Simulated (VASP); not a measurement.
# Sc (P-1) in VASP: single point with PBEsol

Aim: the single point of Sc with PBEsol.

Program: VASP 6.6.1. These are calculated values, not measurements. Logs are shortened: lines on timing, memory, paths and dates and some standing lists are left out, and cuts for length are marked.

### 1 The cell of the first run

The typed cell holds 2 atoms: a = 3.185 Å, b = 3.240 Å, c = 5.146 Å, α = 92.82°, β = 88.11°, γ = 122.98°.

### 2 Single point, PBEsol (atoms moved at random and the cell strained at random)

INCAR

```
SYSTEM = Sc
PREC = Accurate
ENCUT = 520
EDIFF = 1E-7
ISMEAR = 0
SIGMA = 0.1
LREAL = .FALSE.
LASPH = .TRUE.
NELM = 100
ALGO = Fast
ISIF = 2
LWAVE = .FALSE.
LCHARG = .FALSE.
GGA = PS
NBANDS = 18
```

KPOINTS

```
Automatic mesh
0
G
  14 14 8
  0 0 0
```

POSCAR

```
Sc
1.0
    3.1828650493     -0.0992639369      0.0520143029
   -1.6773976157      2.7713727162     -0.0794487831
    0.0828129600     -0.0982482000      5.1445707600
Sc
2
Direct
    0.3219085000      0.6351189772      0.2423576310
    0.6780915000      0.3648810228      0.7576423690
```

Potentials or basis: VASP PAW PBE potentials, release 64 (Sc_sv).

The run is started by

```
cat potpaw_PBE.64/Sc_sv/POTCAR > POTCAR
mpirun -np 1 vasp_std > vasp.out
```

OUTCAR:

```text
SYSTEM = Sc
   PREC = Accurate
   ENCUT = 520
   EDIFF = 1E-7
   ISMEAR = 0
   LREAL = .FALSE.
   LASPH = .TRUE.
   NELM = 100
   ISIF = 2
   GGA = PS

 ion  position               nearest neighbor table
   1  0.322  0.635  0.242-   2 2.99   2 3.06   2 3.15   2 3.25   2 3.25   2 3.25
   2  0.678  0.365  0.758-   1 2.99   1 3.06   1 3.15   1 3.25   1 3.25   1 3.25

  LATTYP: Found a triclinic cell.
 ALAT       =     3.2404446612
 B/A-ratio  =     0.9465183673
 C/A-ratio  =     1.5881077197
 COS(alpha) =     0.0176758458
 COS(beta)  =     0.0491681247
 COS(gamma) =     0.4912336532

  Lattice vectors:

 A1 = (  -1.6773976157,   2.7713727162,  -0.0794487831)
 A2 = (   1.5054674336,   2.6721087793,  -0.0274344802)
 A3 = (  -0.0828129600,   0.0982482000,  -5.1445707600)

Analysis of symmetry for initial positions (statically):
=====================================================================
 Subroutine PRICEL returns:
 Original cell was already a primitive cell.

 Routine SETGRP: Setting up the symmetry group for a
 triclinic supercell.

 Subroutine GETGRP returns: Found  2 space group operations
 (whereof  2 operations were pure point group operations)
 out of a pool of  2 trial point group operations.

The static configuration has the point symmetry S_2 .

Analysis of symmetry for dynamics (positions and initial velocities):
=====================================================================
 Subroutine PRICEL returns:
 Original cell was already a primitive cell.

 Routine SETGRP: Setting up the symmetry group for a
 triclinic supercell.

 Subroutine GETGRP returns: Found  2 space group operations
 (whereof  2 operations were pure point group operations)
 out of a pool of  2 trial point group operations.

The dynamic configuration has the point symmetry S_2 .

 Subroutine INISYM returns: Found  2 space group operations
 (whereof  2 operations are pure point group operations),
 and found     1 'primitive' translations

----------------------------------------------------------------------------------------

                                     Primitive cell

  volume of cell :      44.4956

  direct lattice vectors                    reciprocal lattice vectors
     3.182865049 -0.099263937  0.052014303     0.320249906  0.193792373 -0.001454172
    -1.677397616  2.771372716 -0.079448783     0.011362019  0.367905153  0.006843155
     0.082812960 -0.098248200  5.144570760    -0.003062428  0.003722301  0.194500059

  length of vectors
     3.184837317  3.240444661  5.146175182     0.374322856  0.368144165  0.194559778

  position of ions in fractional coordinates (direct lattice)
     0.321908500  0.635118977  0.242357631
     0.678091500  0.364881023  0.757642369

  ion indices of the primitive-cell ions
   primitive index   ion index
                 1           1
                 2           2

----------------------------------------------------------------------------------------

 KPOINTS: Automatic mesh

Automatic generation of k-mesh.
 Grid dimensions read from file:
 generate k-points for:   14   14    8

 Generating k-lattice:

  Cartesian coordinates                     Fractional coordinates (reciprocal lattice)
     0.022874993  0.013842312 -0.000103869     0.071428571  0.000000000 -0.000000000
     0.000811573  0.026278940  0.000488797     0.000000000  0.071428571  0.000000000
    -0.000382803  0.000465288  0.024312507     0.000000000  0.000000000  0.125000000

  Length of vectors
     0.026737347  0.026296012  0.024319972

  Shift w.r.t. Gamma in fractional coordinates (k-lattice)
     0.000000000  0.000000000  0.000000000

 Subroutine IBZKPT returns following result:
 ===========================================

 Found    788 irreducible k-points:

 Following reciprocal coordinates:
            Coordinates               Weight
  0.000000  0.000000  0.000000      1.000000
  0.071429  0.000000 -0.000000      2.000000
  0.142857  0.000000 -0.000000      2.000000
  0.214286 -0.000000 -0.000000      2.000000
  0.285714  0.000000  0.000000      2.000000
  0.357143  0.000000 -0.000000      2.000000
[... 16 lines left out ...]
  0.000000  0.142857  0.000000      2.000000
  0.071429  0.142857  0.000000      2.000000
 [... further k-points ...]
   k-points           NKPTS =    788   k-points in BZ     NKDIM =    788   number of bands    NBANDS=     18
   number of dos      NEDOS =    301   number of ions     NIONS =      2
   total plane-waves  NPLWV =  23040
   dimension x,y,z NGX =    24 NGY =   24 NGZ =   40
   dimension x,y,z NGXF=    48 NGYF=   48 NGZF=   80
   ions per type =               2
   NGX,Y,Z   is equivalent  to a cutoff of  12.53, 12.31, 12.92 a.u.
   NGXF,Y,Z  is equivalent  to a cutoff of  25.06, 24.63, 25.84 a.u.
 SYSTEM =  Sc
   PREC   = accura    normal or accurate (medium, high low for compatibility)
   ISTART =      0    job   : 0-new  1-cont  2-samecut
   ICHARG =      2    charge: 1-file 2-atom 10-const
   ISPIN  =      1    spin polarized calculation?
   LNONCOLLINEAR =      F non collinear calculations
   LSORBIT =      F    spin-orbit coupling
   LASPH  =      T    aspherical Exc in radial PAW
   ENCUT  =  520.0 eV  38.22 Ry    6.18 a.u.   5.92  6.03  9.57*2*pi/ulx,y,z
   NELM   =    100;   NELMIN=  2; NELMDL= -5     # of ELM steps
   EDIFF  = 0.1E-06   stopping-criterion for ELM
   LREAL  =      F    real-space projection
   EDIFFG = 0.1E-05   stopping-criterion for IOM
   NSW    =      0    number of steps for IOM
   IBRION =     -1    ionic relax: 0-MD 1-quasi-New 2-CG
   NFREE  =      0    steps in history (QN), initial steepest desc. (CG)
   ISIF   =      2    stress and relaxation
   ISYM   =      2    0-nonsym 1-usesym 2-fastsym
   POTIM  = 0.5000    time-step for ionic-motion
   TEBEG  =    0.0;   TEEND  =   0.0 temperature during run
   PSTRESS=    0.0 pullay stress
   NELECT =      22.0000    total number of electrons
   NUPDOWN=      -1.0000    fix difference up-down
   EMIN   =  10.00;   EMAX   =-10.00  energy-range for DOS
   EFERMI =   0.00;   METHOD = LEGACY
   ISMEAR =     0;   SIGMA  =   0.10  broadening in eV -4-tet -1-fermi 0-gaus
   EFERMI_NEDOS =   21; number of points for ismear=-14 and -15
   IALGO  =     68    algorithm
   IMIX   =      4    mixing-type and parameters
     AMIX     =   0.40;   BMIX     =  1.00
     AMIX_MAG =   1.60;   BMIX_MAG =  1.00
  volume/ion in A,a.u.               =      22.25       150.14
  Fermi-wavevector in a.u.,A,eV,Ry     =   1.294524  2.446295 22.800526  1.675791
  Thomas-Fermi vector in A             =   2.426101
   LORBIT       =      0    0 simple, 1 ext, 2 COOP (PROOUT), +10 PAW based schemes
   GGA     = PS    functional components
   LHFCALC =     F    Hartree Fock is set to
   AEXX    =    0.0000 exact exchange contribution
   IVDW    =     0    specifies the selected vdW correction
   LEPSILON=     F    determine dielectric tensor
   LRPA    =     F    only Hartree local field effects (RPA)
 non-spin polarized calculation
 RMM-DIIS sequential band-by-band and
 Gauss-broadening in eV      SIGMA  =   0.10
  energy-cutoff  :      520.00
  volume of cell :       44.50
 maximum number of plane-waves:      1218
   NGX = 11   NGY = 13   NGZ = 19

 number of electron      22.0000001 magnetization

 Free energy of the ion-electron system (eV)
  ---------------------------------------------------
  ext. energy  EPLUGINS =         0.00000000
  ---------------------------------------------------
  free energy    TOTEN  =       -13.10531607 eV

  energy without entropy =      -13.08519484  energy(sigma->0) =      -13.09525545

 E-fermi :   4.2008     XC(G=0): -10.4144

 val. band max:        4.2003114831   @ k =  -0.3571  -0.1429   0.2500
 cond. band min:       4.2015564192   @ k =  -0.2143   0.3571   0.3750
 fundamental gap:      0.0012449362
 Fermi energy:         4.2007862935

 k-point     1 :       0.0000    0.0000    0.0000
  band No.  band energies     occupation
      1     -44.7568      2.00000
      2     -44.6566      2.00000
      3     -23.7633      2.00000
      4     -23.2824      2.00000
      5     -23.2267      2.00000
      6     -23.1954      2.00000
[... 10 lines left out ...]
     17       6.7440      0.00000
     18       7.2932      0.00000

 k-point     2 :       0.0714    0.0000   -0.0000
  band No.  band energies     occupation
      1     -44.7521      2.00000
      2     -44.6543      2.00000
      3     -23.7530      2.00000
      4     -23.2960      2.00000
      5     -23.2451      2.00000
      6     -23.2030      2.00000
[... 10 lines left out ...]
     17       6.6743      0.00000
     18       7.1570      0.00000

 k-point     3 :       0.1429    0.0000   -0.0000
  band No.  band energies     occupation
      1     -44.7388      2.00000
      2     -44.6479      2.00000
      3     -23.7231      2.00000
      4     -23.3469      2.00000
      5     -23.2817      2.00000
      6     -23.2649      2.00000
[... 10 lines left out ...]
     17       6.7374      0.00000
     18       6.8665      0.00000

 k-point     4 :       0.2143   -0.0000   -0.0000
  band No.  band energies     occupation
      1     -44.7189      2.00000
      2     -44.6393      2.00000
      3     -23.6773      2.00000
      4     -23.4367      2.00000
      5     -23.3601      2.00000
      6     -23.3157      2.00000
[... 375 lines left out ...]
      4     -23.3014      2.00000
      5     -23.2331      2.00000
      6     -23.2098      2.00000
[... 10 lines left out ...]
     17       6.7893      0.00000
     18       7.1996      0.00000

 k-point    23 :       0.0000    0.1429    0.0000
  band No.  band energies     occupation
      1     -44.7411      2.00000
      2     -44.6477      2.00000
      3     -23.7301      2.00000
      4     -23.3229      2.00000
      5     -23.3016      2.00000
      6     -23.2712      2.00000
[... 10 lines left out ...]
     17       6.7946      0.00000
     18       6.9377      0.00000

 k-point    24 :       0.0714    0.1429    0.0000
  band No.  band energies     occupation
      1     -44.7283      2.00000
      2     -44.6404      2.00000
      3     -23.7037      2.00000
      4     -23.3884      2.00000
      5     -23.3649      2.00000
      6     -23.2921      2.00000
[... 10 lines left out ...]
     17       6.7553      0.00000
     18       6.9353      0.00000

 [... further k-points ...]
[... 5 lines left out ...]
  --------------------------------------------------------------------------------------
  -------------------------------------------------------------------------------------
  Total        1.5801243      1.3080849      0.5303953      0.6314467      0.3110175     -0.3080772
  in kB       56.8963746     47.1009078     19.0982245     22.7368362     11.1989731    -11.0930998
  external PRESSURE =      41.0318356 kB  Pullay stress =       0.0000000 kB

 VOLUME and BASIS-vectors are now :
 -----------------------------------------------------------------------------
  energy-cutoff  :      520.00
  volume of cell :       44.50
      direct lattice vectors                 reciprocal lattice vectors
     3.182865049 -0.099263937  0.052014303     0.320249906  0.193792373 -0.001454172
    -1.677397616  2.771372716 -0.079448783     0.011362019  0.367905153  0.006843155
     0.082812960 -0.098248200  5.144570760    -0.003062428  0.003722301  0.194500059

 POSITION                                       TOTAL-FORCE (eV/Angst)
 -----------------------------------------------------------------------------------
     -0.02069      1.70439      1.21311         0.013341      0.209821      0.363653
      1.60897      0.86947      3.90403        -0.013341     -0.209821     -0.363653
 -----------------------------------------------------------------------------------
    total drift:                                0.000000     -0.000000      0.000000

  FREE ENERGIE OF THE ION-ELECTRON SYSTEM (eV)
  ---------------------------------------------------
  free  energy   TOTEN  =       -13.1053160696 eV

  energy  without entropy=      -13.0851948386  energy(sigma->0) =      -13.09525545
```

Run time: 13 min. Hardware: 1 thread of Intel Xeon 8259CL, shared host; peak memory 0.58 GiB.

What came out:

```
Free energy            : -13.1053 eV
Pressure               : 4.1 GPa
Largest force          : 0.420 eV/Å
Band gap on the k mesh : zero (bands 11 and 12 overlap by 1.08 eV)
```

Forces on the atoms (eV/Å):
```
Sc   0.013  0.210  0.364
Sc  -0.013 -0.210 -0.364
```

Stress tensor (GPa, compression positive):
```
 5.69  2.27 -1.11
 2.27  4.71  1.12
-1.11  1.12  1.91
```

Levels at points of the mesh, in eV from the Fermi level:
```tsv
k point	band 7	band 8	band 9	band 10	band 11	band 12	band 13	band 14	band 15	band 16
(0.00, 0.00, 0.00)	-27.38	-27.37	-5.32	-1.86	0.53	1.35	1.54	2.05	2.17	2.42
(0.50, 0.00, 0.00)	-27.54	-27.47	-1.49	-1.19	-0.77	0.05	1.10	1.39	2.07	4.24
(0.00, 0.50, 0.00)	-27.46	-27.44	-1.71	-1.17	-1.07	-0.08	1.31	1.78	2.25	4.34
(0.50, 0.50, 0.00)	-27.53	-27.42	-1.64	-1.26	-0.75	-0.24	0.89	1.52	1.99	4.21
(0.00, 0.00, 0.50)	-27.40	-27.40	-3.77	-3.71	0.63	0.99	1.39	1.51	2.04	2.06
(0.50, 0.00, 0.50)	-27.49	-27.48	-1.65	-1.63	0.07	0.11	1.58	1.68	2.60	2.64
(0.00, 0.50, 0.50)	-27.51	-27.49	-1.56	-1.54	-0.24	0.00	1.44	1.93	2.47	2.83
(0.50, 0.50, 0.50)	-27.47	-27.47	-1.80	-1.67	-0.02	0.07	0.99	1.34	2.93	3.05
```

Caveat: the cell differs from its parent crystal (atoms moved at random and the cell strained at random); the cell stands under pressure; the PAW data sets were made with another functional, which shifts forces and pressure a little.
